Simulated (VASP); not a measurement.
# TiC (P1) in VASP: a series of runs

TiC is run at these levels: PBE; tasks: single point.

All numbers are computed with VASP 6.6.1; they aren't measurements. Logs are shortened: lines on timing, memory, paths and dates and some standing lists are left out, and cuts for length are marked.

## (1) The cell of the first run

The typed cell holds 2 atoms: a = 3.060 Å, b = 3.060 Å, c = 3.060 Å, α = 60.00°, β = 60.00°, γ = 60.00°.

## (2) Single point, PBE (one atom moved)

Input file INCAR:

```
SYSTEM = TiC
ALGO = Normal ; EDIFF = 1E-6
ENCUT = 520 ; GGA = PE
ISIF = 2 ; ISMEAR = 0
LASPH = .TRUE. ; LCHARG = .FALSE.
LREAL = .FALSE. ; LWAVE = .FALSE.
NBANDS = 15 ; NELM = 80
PREC = Accurate ; SIGMA = 0.1
```

Input file KPOINTS:

```
k-points
0
G
  14 14 14
  0 0 0
```

Input file POSCAR:

```
TiC
1.0
    0.0000000000      2.1640000000      2.1640000000
    2.1640000000      0.0000000000      2.1640000000
    2.1640000000      2.1640000000      0.0000000000
Ti C
1 1
Direct
    0.0000000000      0.0000000000      0.0000000000
    0.5510975046      0.5102841959      0.4794061922
```

Potentials or basis: VASP PAW PBE potentials, release 64 (Ti_sv, C).

Command:

```sh
cat potpaw_PBE.64/Ti_sv/POTCAR potpaw_PBE.64/C/POTCAR > POTCAR
mpirun -np 1 vasp_std > vasp.out
```

OUTCAR:

```text
SYSTEM = TiC
   EDIFF = 1E-6
   ENCUT = 520
   GGA = PE
   ISIF = 2
   ISMEAR = 0
   LASPH = .TRUE.
   LREAL = .FALSE.
   NELM = 80
   PREC = Accurate

 ion  position               nearest neighbor table
   1  0.000  0.000  0.000-   2 2.03   2 2.10   2 2.15   2 2.19   2 2.23   2 2.30
   2  0.551  0.510  0.479-   1 2.03   1 2.10   1 2.15   1 2.19   1 2.23   1 2.30

  LATTYP: Found a face centered cubic cell.
 ALAT       =     4.3280000000

  Lattice vectors:

 A1 = (   0.0000000000,   2.1640000000,   2.1640000000)
 A2 = (   2.1640000000,   0.0000000000,   2.1640000000)
 A3 = (   2.1640000000,   2.1640000000,   0.0000000000)

Analysis of symmetry for initial positions (statically):
=====================================================================
 Subroutine PRICEL returns:
 Original cell was already a primitive cell.

 Routine SETGRP: Setting up the symmetry group for a
 face centered cubic supercell.

 Subroutine GETGRP returns: Found  1 space group operations
 (whereof  1 operations were pure point group operations)
 out of a pool of 48 trial point group operations.

The static configuration has the point symmetry C_1 .

Analysis of symmetry for dynamics (positions and initial velocities):
=====================================================================
 Subroutine PRICEL returns:
 Original cell was already a primitive cell.

 Routine SETGRP: Setting up the symmetry group for a
 face centered cubic supercell.

 Subroutine GETGRP returns: Found  1 space group operations
 (whereof  1 operations were pure point group operations)
 out of a pool of 48 trial point group operations.

The dynamic configuration has the point symmetry C_1 .

 Subroutine INISYM returns: Found  1 space group operations
 (whereof  1 operations are pure point group operations),
 and found     1 'primitive' translations

----------------------------------------------------------------------------------------

                                     Primitive cell

  volume of cell :      20.2676

  direct lattice vectors                    reciprocal lattice vectors
     0.000000000  2.164000000  2.164000000    -0.231053604  0.231053604  0.231053604
     2.164000000  0.000000000  2.164000000     0.231053604 -0.231053604  0.231053604
     2.164000000  2.164000000  0.000000000     0.231053604  0.231053604 -0.231053604

  length of vectors
     3.060358149  3.060358149  3.060358149     0.400196582  0.400196582  0.400196582

  position of ions in fractional coordinates (direct lattice)
[... 90 lines left out ...]
   NELECT =      16.0000    total number of electrons
   NUPDOWN=      -1.0000    fix difference up-down
   EMIN   =  10.00;   EMAX   =-10.00  energy-range for DOS
   EFERMI =   0.00;   METHOD = LEGACY
   ISMEAR =     0;   SIGMA  =   0.10  broadening in eV -4-tet -1-fermi 0-gaus
   EFERMI_NEDOS =   21; number of points for ismear=-14 and -15
   IALGO  =     38    algorithm
   IMIX   =      4    mixing-type and parameters
     AMIX     =   0.40;   BMIX     =  1.00
     AMIX_MAG =   1.60;   BMIX_MAG =  1.00
  volume/ion in A,a.u.               =      10.13        68.39
  Fermi-wavevector in a.u.,A,eV,Ry     =   1.513030  2.859212 31.147275  2.289260
  Thomas-Fermi vector in A             =   2.622876
   LORBIT       =      0    0 simple, 1 ext, 2 COOP (PROOUT), +10 PAW based schemes
   GGA     = PE    functional components
   LHFCALC =     F    Hartree Fock is set to
   AEXX    =    0.0000 exact exchange contribution
   IVDW    =     0    specifies the selected vdW correction
   LEPSILON=     F    determine dielectric tensor
   LRPA    =     F    only Hartree local field effects (RPA)
 non-spin polarized calculation
 Gauss-broadening in eV      SIGMA  =   0.10
  energy-cutoff  :      520.00
  volume of cell :       20.27
 maximum number of plane-waves:       568
   NGX = 11   NGY = 11   NGZ = 11

 number of electron      16.0000000 magnetization

 Free energy of the ion-electron system (eV)
  ---------------------------------------------------
  ext. energy  EPLUGINS =         0.00000000
  ---------------------------------------------------
  free energy    TOTEN  =       -18.60829388 eV

  energy without entropy =      -18.60714661  energy(sigma->0) =      -18.60772024

 E-fermi :   9.5284     XC(G=0): -12.6981

 val. band max:        9.5143328079   @ k =  -0.0714   0.0714  -0.0714
 cond. band min:       9.5421468613   @ k =   0.2143   0.2143  -0.0714
 fundamental gap:      0.0278140533
 Fermi energy:         9.5283551299

 k-point     1 :       0.0000    0.0000    0.0000
  band No.  band energies     occupation
      1     -47.1355      2.00000
      2     -23.1655      2.00000
      3     -23.1630      2.00000
      4     -23.1584      2.00000
      5      -2.9471      2.00000
      6       9.5474      0.78725
      7       9.6201      0.19469
      8       9.9752      0.00000
      9      10.1650      0.00000
     10      10.9527      0.00000
     11      11.7460      0.00000
     12      11.9653      0.00000
     13      12.4404      0.00000
     14      19.8551      0.00000
[... 401 lines left out ...]
      2     -23.6427      2.00000
      3     -23.2123      2.00000
      4     -23.2074      2.00000
      5       0.1788      2.00000
      6       4.0095      2.00000
      7       6.6654      2.00000
      8       6.7456      2.00000
      9      12.1910      0.00000
     10      12.2249      0.00000
     11      13.3021      0.00000
     12      16.6528      0.00000
     13      17.2883      0.00000
     14      18.8239      0.00000
     15      24.7626      0.00000

 [... further k-points ...]

------------------------ aborting loop because EDIFF is reached ----------------------------------------

  FORCE on cell =-STRESS in cart. coord.  units (eV):
  Direction    XX          YY          ZZ          XY          YZ          ZX
  --------------------------------------------------------------------------------------
  -------------------------------------------------------------------------------------
  Total        0.2093592      0.3674156      0.8371883      0.0422555     -0.1962840      0.0690547
  in kB       16.5501087     29.0446698     66.1807952      3.3403542    -15.5164959      5.4588641
  external PRESSURE =      37.2585245 kB  Pullay stress =       0.0000000 kB

 VOLUME and BASIS-vectors are now :
 -----------------------------------------------------------------------------
  energy-cutoff  :      520.00
  volume of cell :       20.27
      direct lattice vectors                 reciprocal lattice vectors
     0.000000000  2.164000000  2.164000000    -0.231053604  0.231053604  0.231053604
     2.164000000  0.000000000  2.164000000     0.231053604 -0.231053604  0.231053604
     2.164000000  2.164000000  0.000000000     0.231053604  0.231053604 -0.231053604

 POSITION                                       TOTAL-FORCE (eV/Angst)
 -----------------------------------------------------------------------------------
      0.00000      0.00000      0.00000        -0.176999      0.558363      1.179315
      2.14169      2.23001      2.29683         0.176999     -0.558363     -1.179315
 -----------------------------------------------------------------------------------
    total drift:                               -0.000006      0.000030      0.000052

  FREE ENERGIE OF THE ION-ELECTRON SYSTEM (eV)
  ---------------------------------------------------
  free  energy   TOTEN  =       -18.6082938788 eV

  energy  without entropy=      -18.6071466094  energy(sigma->0) =      -18.60772024
```

It took 2.2 min on 1 thread of Intel Xeon 6975P-C (Granite Rapids), shared host; peak memory 0.51 GiB.

Results:

* Free energy: -18.6083 eV
* Pressure: 3.7 GPa
* Largest force: 1.317 eV/Å
* Band gap on the k mesh: zero (bands 8 and 9 overlap by 0.77 eV)

Forces on the atoms (eV/Å):
```
Ti  -0.177  0.558  1.179
C    0.177 -0.558 -1.179
```

Levels at points of the mesh, in eV from the Fermi level:
| k point | band 6 | band 7 | band 8 | band 9 | band 10 | band 11 |
| --- | --- | --- | --- | --- | --- | --- |
| (0.00, 0.00, 0.00) | 0.02 | 0.09 | 0.45 | 0.64 | 1.42 | 2.22 |
| (0.50, 0.00, 0.00) | -5.92 | -3.02 | -3.00 | 2.81 | 2.86 | 4.06 |
| (0.00, 0.50, 0.00) | -5.91 | -2.95 | -2.87 | 2.80 | 2.83 | 4.00 |
| (0.00, 0.00, 0.50) | -5.91 | -2.96 | -2.89 | 2.80 | 2.83 | 4.01 |
| (0.50, 0.50, 0.50) | -5.92 | -3.00 | -2.95 | 2.80 | 2.85 | 4.04 |
| (0.50, 0.50, 0.00) | -3.45 | -1.85 | -0.16 | 0.03 | 2.69 | 3.43 |
| (0.00, 0.50, 0.50) | -3.53 | -2.18 | -0.29 | 0.46 | 2.87 | 3.43 |
| (0.50, 0.00, 0.50) | -3.51 | -2.12 | -0.24 | 0.35 | 2.83 | 3.43 |

Caveat: the cell differs from its parent crystal (one atom moved); the cell stands under pressure; forces of over 1 eV/Å act on the atoms, so gaps and moduli don't describe the material at rest.

## (3) Single point, PBE (one atom moved)

Input file INCAR:

```
SYSTEM = TiC
  PREC = Accurate
  ENCUT = 520
  EDIFF = 1E-6
  ISMEAR = 0
  SIGMA = 0.1
  LREAL = .FALSE.
  LASPH = .TRUE.
  NELM = 60
  ALGO = Normal
  ISIF = 2
  LWAVE = .FALSE.
  LCHARG = .FALSE.
  GGA = PE
  NBANDS = 15
```

Input file KPOINTS:

```
regular mesh
0
G
  14 14 14
  0 0 0
```

POSCAR, as its differences from that of step 2:

```diff
@@ -9,2 +9,2 @@
     0.0000000000      0.0000000000      0.0000000000
-    0.5510975046      0.5102841959      0.4794061922
+    0.4800046211      0.4975600739      0.5567560074
```

Potentials or basis: VASP PAW PBE potentials, release 64 (Ti_sv, C).

Command:

```sh
cat potpaw_PBE.64/Ti_sv/POTCAR potpaw_PBE.64/C/POTCAR > POTCAR
mpirun -np 1 vasp_std > vasp.out
```

Wall time 2.6 min (1 thread of Intel Xeon 6975P-C (Granite Rapids), shared host); peak memory 0.51 GiB.

Results (log left out):

```
Free energy            : -18.6094 eV
Pressure               : 3.7 GPa
Largest force          : 1.278 eV/Å
Band gap on the k mesh : zero (bands 8 and 9 overlap by 0.56 eV)
```

Forces in eV/Å, atoms in the order of the input:
```
Ti   1.018  0.668 -0.388
C   -1.018 -0.668  0.388
```

Stress tensor (GPa, compression positive):
```
 5.52 -1.66  1.05
-1.66  3.42  0.80
 1.05  0.80  2.18
```

Levels at points of the mesh, in eV from the Fermi level:
```
           k point  band 5  band 6  band 7  band 8  band 9  band 10  band 11  band 12
(0.00, 0.00, 0.00)  -12.48   -0.01    0.13    0.37    0.76     1.28     2.28     2.53
(0.50, 0.00, 0.00)   -9.02   -5.91   -2.96   -2.88    2.80     2.83     4.01     6.94
(0.00, 0.50, 0.00)   -9.02   -5.91   -2.95   -2.87    2.81     2.82     4.00     6.88
(0.00, 0.00, 0.50)   -9.03   -5.92   -3.04   -3.03    2.82     2.85     4.08     7.78
(0.50, 0.50, 0.50)   -9.02   -5.92   -2.99   -2.92    2.80     2.84     4.03     7.09
(0.50, 0.50, 0.00)  -10.18   -3.52   -2.15   -0.29    0.43     2.85     3.43     3.43
(0.00, 0.50, 0.50)  -10.18   -3.47   -1.93   -0.19    0.14     2.73     3.43     3.44
(0.50, 0.00, 0.50)  -10.18   -3.50   -2.08   -0.24    0.32     2.81     3.43     3.44
```

Caveat: the cell differs from its parent crystal (one atom moved); the cell stands under pressure; forces of over 1 eV/Å act on the atoms, so gaps and moduli don't describe the material at rest.
